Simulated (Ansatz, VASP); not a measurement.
## One calculation of KF, two programs

```
CELL_PARAMETERS angstrom
0.00000 2.67048 2.67048
2.67048 0.00000 2.67048
2.67048 2.67048 0.00000
ATOMIC_POSITIONS crystal
K 0.00000 0.00000 0.00000
F 0.50000 0.50000 0.50000
```

Alike in both runs: task single point; functional r2SCAN; dispersion D4; k mesh 8 × 8 × 8; occupations gaussian, width 0.05 eV; no spin polarisation.

|  | VASP | Ansatz |
| --- | --- | --- |
| version | VASP 6.6.1 | Ansatz 0.2.0 |
| potentials or method | VASP PAW PBE potentials, release 64 (K_sv, F), cutoff 520 eV | scalar-relativistic, plane waves, PAW |
| valence electrons in the cell | 16 | 16 |

|  | VASP | Ansatz | Ansatz less VASP |
| --- | --- | --- | --- |
| gap on the k mesh at the Fermi level (eV) | 6.84 | 6.84 | 0.000 |
| least direct gap on the mesh (eV) | 6.84 | 6.84 | 0.000 |
| pressure (GPa) | -0.7 | -0.7 | +0.04 |

VASP's potentials were made for PBE, not for r2SCAN.
